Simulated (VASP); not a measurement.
Set up this calculation in VASP 6.6.1, as the native input.

| Quantity | Value |
| --- | --- |
| Task | single point |
| Functional | PBE |
| Potentials or basis | VASP PAW PBE potentials, release 64 (Mg) |
| Cutoff | 520 eV |
| k mesh | 1 × 1 × 1 |
| Occupations | fermi-dirac, width 0.01 eV |
| Spin | collinear spin, ferromagnetic start |
| Starting moments | [0.01] μB |
| Dipole correction | no |
| Further INCAR settings | ALGO = Normal; EDIFF = 1e-07; NBANDS = 11; ISYM = 0 |

The structure of Mg lies in POSCAR:

```
Mg
1.0
   14.0000000000      0.0000000000      0.0000000000
    0.0000000000     14.4000000000      0.0000000000
    0.0000000000      0.0000000000     14.8000000000
Mg
1
Direct
    0.5000000000      0.5000000000      0.5000000000
```

One way to write it, as run:

INCAR

```
SYSTEM = Mg
PREC = Accurate ; ENCUT = 520
EDIFF = 1E-7 ; ISMEAR = -1
SIGMA = 0.01 ; LREAL = .False.
LASPH = .True. ; NELM = 150
ALGO = Normal ; ISIF = 2
LWAVE = .False. ; LCHARG = .False.
ISPIN = 2 ; MAGMOM = 0.01
LORBIT = 11 ; GGA = PE
NBANDS = 11 ; ISYM = 0
```

KPOINTS

```
regular mesh
0
Gamma
  1 1 1
  0 0 0
```

Potentials or basis: VASP PAW PBE potentials, release 64 (Mg).

The run is started by

```bash
$ cat potpaw_PBE.64/Mg/POTCAR > POTCAR
$ mpirun -np 1 vasp_gam > vasp.out
```

Results of the run:

| Quantity | Value |
| --- | --- |
| Pressure | 0.0 GPa |
| Band gap on the k mesh | 3.38 eV |
| Net moment | 0.00 μB per cell |
| Valence electrons inside the program's atomic spheres | Mg 0.36 |

Wall time 3.9 min on 1 thread of AMD EPYC 7R43 64-Core Processor (Zen 3), on a shared host, peak memory 2.6 GiB.
